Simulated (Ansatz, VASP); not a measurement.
## One calculation of Bi, two programs

```
CELL_PARAMETERS angstrom
4.53900 0.06809 0.06809
-2.21054 3.89685 0.02492
0.17744 0.17744 11.82900
ATOMIC_POSITIONS crystal
Bi 0.33333 0.66667 0.25000
Bi 0.66667 0.33333 0.75000
```

Change from the starting cell: equal xy, yz and zx shear strains of +3 %, crystal datasets.

Alike in both runs: task electric field gradients; functional PBEsol; k mesh 9 × 9 × 3; occupations fermi-dirac, width 0.03 eV; no spin polarisation.

|  | VASP | Ansatz |
| --- | --- | --- |
| version | VASP 6.6.1 | Ansatz 0.2.0 |
| potentials or method | VASP PAW PBE potentials, release 64 (Bi_d), cutoff 520 eV | all-electron PAW with datasets made for the crystal, scalar-relativistic |

```tsv
	VASP	Ansatz	Ansatz less VASP
pressure (GPa)	-3.6	-3.5	+0.03
traceless stress, the component that is largest in VASP (GPa)	3.15	3.15	-0.001
size of Vzz on the site where it differs most (V/Å²)	129.8	120.9	-8.93
```

VASP's potentials were made for PBE, not for PBEsol. Ansatz ran all-electron here, and VASP with PAW potentials.

Spin-orbit coupling is off throughout.
